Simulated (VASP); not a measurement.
Wanted: the native input for a VASP 6.6.1 run.

```yaml
Task: single point
Functional: r2SCAN
Potentials_or_basis: VASP PAW PBE potentials, release 64 (Sr_sv, Cl)
Cutoff: 520 eV
k_mesh: 6 × 6 × 6
Occupations: gaussian, width 0.01 eV
Spin: no spin polarisation
Dipole_correction: no
Further_INCAR_settings: ALGO = Normal; EDIFF = 1e-06; NBANDS = 19
```

SrCl2:

```
Sr Cl
1.0
     2.08574    1.20420    6.13505
    -2.08574    1.20420    6.13505
     0.00000   -2.40841    6.13505
Sr Cl
1 2
Direct
  0.00020 0.00020 0.00020
  0.42277 0.42277 0.42277
  0.24369 0.24369 0.24369
```

The input as run:

POSCAR

```
SrCl2
1.0
    2.0857437514      1.2042047163      6.1350485022
   -2.0857437514      1.2042047163      6.1350485022
    0.0000000000     -2.4084094327      6.1350485022
Sr Cl
1 2
Direct
    0.0002014272      0.0002014272      0.0002014272
    0.4227725646      0.4227725646      0.4227725646
    0.2436926748      0.2436926748      0.2436926748
```

INCAR.step1

```
PREC = Accurate ; ENCUT = 520
ISMEAR = 0 ; SIGMA = 0.01
LREAL = False ; LASPH = True
NELM = 100 ; NBANDS = 19
GGA = PE ; ALGO = Normal
EDIFF = 1E-4 ; LWAVE = True
LCHARG = False
```

INCAR.step2

```
PREC = Accurate ; ENCUT = 520
EDIFF = 1E-6 ; ISMEAR = 0
SIGMA = 0.01 ; LREAL = False
LASPH = True ; NELM = 100
ALGO = Normal ; ISIF = 2
LWAVE = False ; LCHARG = True
METAGGA = R2SCAN ; LMIXTAU = True
LELF = True ; LVHAR = True
NBANDS = 19 ; ISTART = 1
```

KPOINTS

```
Automatic mesh
0
Gamma
  6 6 6
```

Potentials or basis: VASP PAW PBE potentials, release 64 (Sr_sv, Cl).

Command:

```console
$ cat potpaw_PBE.64/Sr_sv/POTCAR potpaw_PBE.64/Cl/POTCAR > POTCAR
$ cp INCAR.step1 INCAR
$ mpirun -np 1 vasp_std > vasp.out
$ cp INCAR.step2 INCAR
$ mpirun -np 1 vasp_std > vasp.out
```

It gave:

```
Pressure               : 0.7 GPa
Largest force          : 0.008 eV/Å
Band gap on the k mesh : 4.88 eV, direct
```

Caveat: the PAW data sets were made with another functional, which shifts forces and pressure a little.

Wall time 5.8 min on 1 thread of Intel(R) Xeon(R) Platinum 8488C (Sapphire Rapids) (shared host), peak memory 0.41 GiB.
